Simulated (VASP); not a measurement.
A run of VASP 6.6.1:

Contents of INCAR:

```
ALGO = Normal
EDIFF = 1E-6
ENCUT = 520
GGA = PS
ISIF = 2
ISMEAR = -1
ISPIN = 2
LASPH = T
LCHARG = T
LELF = T
LMAXMIX = 4
LORBIT = 11
LREAL = F
LVHAR = T
LWAVE = F
MAGMOM = 2 0 0
NBANDS = 20
NELM = 150
PREC = Accurate
SIGMA = 0.05
```

KPOINTS

```
k-points
0
Gamma
  9 9 9
```

The input POSCAR:

```
CoSi2
1.0
    0.0000000000      2.6780000000      2.6780000000
    2.6780000000      0.0000000000      2.6780000000
    2.6780000000      2.6780000000      0.0000000000
Co Si
1 2
Direct
    0.0000000000      0.0000000000      0.0000000000
    0.7500000000      0.7500000000      0.7500000000
    0.2500000000      0.2500000000      0.2500000000
```

Potentials or basis: VASP PAW PBE potentials, release 64 (Co, Si).

Command:

```bash
$ cat potpaw_PBE.64/Co/POTCAR potpaw_PBE.64/Si/POTCAR > POTCAR
$ mpirun -np 1 vasp_std > vasp.out
```

Hardware: 1 thread of Intel(R) Xeon(R) 6975P-C (Granite Rapids), with other jobs on the host.

**Question.** Estimate the wall time of this run.

**Answer.** It took 22 s on 1 thread of Intel(R) Xeon(R) 6975P-C (Granite Rapids), on a shared host, peak memory 0.19 GiB. Counts: scf iterations 14, k points 35.
